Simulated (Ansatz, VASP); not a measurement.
# TiO2 in VASP and in Ansatz

File INCAR:

```
SYSTEM = TiO2
PREC = Accurate
ENCUT = 520
EDIFF = 1E-6
ISMEAR = -1
SIGMA = 0.08
LREAL = .FALSE.
LASPH = .TRUE.
NELM = 100
ALGO = Normal
ISIF = 2
LWAVE = .FALSE.
LCHARG = .TRUE.
GGA = CA
LELF = .TRUE.
LVHAR = .TRUE.
NBANDS = 33
```

KPOINTS

```
Automatic mesh
0
G
  13 13 13
  0 0 0
```

File POSCAR:

```
TiO2
1.0
   -1.8925000000      1.8925000000      4.8997100000
    1.8925000000     -1.8925000000      4.8997100000
    1.8925000000      1.8925000000     -4.8997100000
Ti O
2 4
Direct
    0.0000000000      0.0000000000      0.0000000000
    0.7500000000      0.2500000000      0.5000000000
    0.2066000000      0.2066000000      0.0000000000
    0.9566000000      0.4566000000      0.5000000000
    0.5434000000      0.0434000000      0.5000000000
    0.7934000000      0.7934000000      0.0000000000
```

Input for Ansatz:

```yaml
crystal:
  lattice:
    - [-1.8925, 1.8925, 4.89971]
    - [1.8925, -1.8925, 4.89971]
    - [1.8925, 1.8925, -4.89971]
  atoms:
    - { symbol: Ti, position: [0.0, 0.0, 0.0] }
    - { symbol: Ti, position: [0.75, 0.25, 0.5] }
    - { symbol: O, position: [0.2066, 0.2066, 0.0] }
    - { symbol: O, position: [0.9566, 0.4566, 0.5] }
    - { symbol: O, position: [0.5434, 0.0434, 0.5] }
    - { symbol: O, position: [0.7934, 0.7934, 0.0] }
kpoints:
  mp_grid: { grid: [13, 13, 13] }
  band_path:
    path:
      - [0.0, 0.0, 0.0]
      - [0.0, 0.0, 0.5]
      - [0.25, 0.25, 0.25]
      - [0.0, 0.5, 0.0]
      - [0.0, 0.0, 0.0]
      - [0.5, 0.5, -0.5]
      - [0.2872967537, 0.7127032463, -0.2872967537]
      - [-0.2872967537, 0.2872967537, 0.2872967537]
      - [0.0, 0.0, 0.0]
    npoints: 5
scf:
  occupations: { method: fermi_dirac, width: 0.08 }
hamiltonian:
  xc: lda
  pseudopotentials: { kind: all_electron, lapw: { basis_error: 0.001 } }
output:
  forces: true
  stress: true
  eigenvalues: true
```

Change from the starting cell: zz strain of +3 %.

Alike in both runs: task single point; functional LDA; k mesh 13 × 13 × 13; occupations fermi-dirac, width 0.08 eV; no spin polarisation.

|  | VASP | Ansatz |
| --- | --- | --- |
| version | VASP 6.6.1 | Ansatz 0.2.0 |
| potentials or method | VASP PAW LDA potentials, release 64 (Ti_sv, O), cutoff 520 eV | all-electron LAPW, scalar-relativistic |

|  | VASP | Ansatz | Ansatz less VASP |
| --- | --- | --- | --- |
| pressure (GPa) | -10.9 | -11.8 | -0.86 |
| traceless stress, the component that is largest in VASP (GPa) | -2.18 | -2.13 | +0.045 |
| rms of the force components (eV/Å) | 0.165 | 0.173 | +0.0086 |

LDA's correlation is that of Perdew and Zunger in VASP and of Perdew and Wang (1992) in Ansatz. Atom by atom the forces differ by 0.009 eV/Å (rms over components). Ansatz ran all-electron here, and VASP with PAW potentials.
